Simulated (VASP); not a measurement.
## Sb: single point with B3LYP5

The system is Sb.

```
Sb
1.0
     2.13974    1.23538    3.73278
    -2.13974    1.23538    3.73278
     0.00000   -2.47076    3.73278
Sb
2
Direct
  0.76651 0.76651 0.76651
  0.23349 0.23349 0.23349
```

| Quantity | Value |
| --- | --- |
| Program | VASP 6.6.1 |
| Task | single point |
| Functional | B3LYP5 |
| Potentials or basis | VASP PAW PBE potentials, release 64 (Sb_d_GW) |
| Cutoff | 400 eV |
| k mesh | 4 × 4 × 4 |
| Occupations | fermi-dirac, width 0.05 eV |
| Spin | no spin polarisation |
| Dipole correction | no |
| Grid for exact exchange (PRECFOCK) | Normal |
| Further INCAR settings | ALGO = Normal; EDIFF = 1e-06; NBANDS = 22 |
| Share of exact exchange | 0.2 |

```
Pressure               : 5.9 GPa
Largest force          : 0.249 eV/Å
Band gap on the k mesh : 0.79 eV (least direct gap 0.97 eV)
```

Forces on the atoms (eV/Å):
```
Sb   0.000  0.000  0.249
Sb   0.000  0.000 -0.249
```

Stress tensor (GPa, compression positive):
```
6.19 0.00 0.00
0.00 6.19 0.00
0.00 0.00 5.26
```

Levels at points of the mesh, in eV from the valence-band top:
| k point | band 13 | band 14 | band 15 | band 16 | band 17 | band 18 |
| --- | --- | --- | --- | --- | --- | --- |
| (0.00, 0.00, 0.00) | -2.23 | -1.92 | -1.92 | 3.20 | 3.86 | 3.86 |
| (0.50, 0.00, 0.00) | -2.04 | -1.91 | -0.19 | 0.79 | 1.19 | 1.39 |
| (0.50, 0.50, 0.00) | -5.91 | -4.09 | -3.96 | 2.71 | 6.29 | 6.92 |
| (0.50, 0.50, 0.50) | -1.34 | -1.34 | 0.00 | 0.97 | 0.97 | 2.00 |

It took 20 min on 1 thread of Intel(R) Xeon(R) Platinum 8488C (Sapphire Rapids) (shared host), peak memory 0.19 GiB.

Caveat: the k points lie up to 0.45 Å⁻¹ apart; the PAW data sets were made with another functional, which shifts forces and pressure a little; spin-orbit coupling is left out, which moves the levels of the heavy elements. A k mesh can miss the band edges.
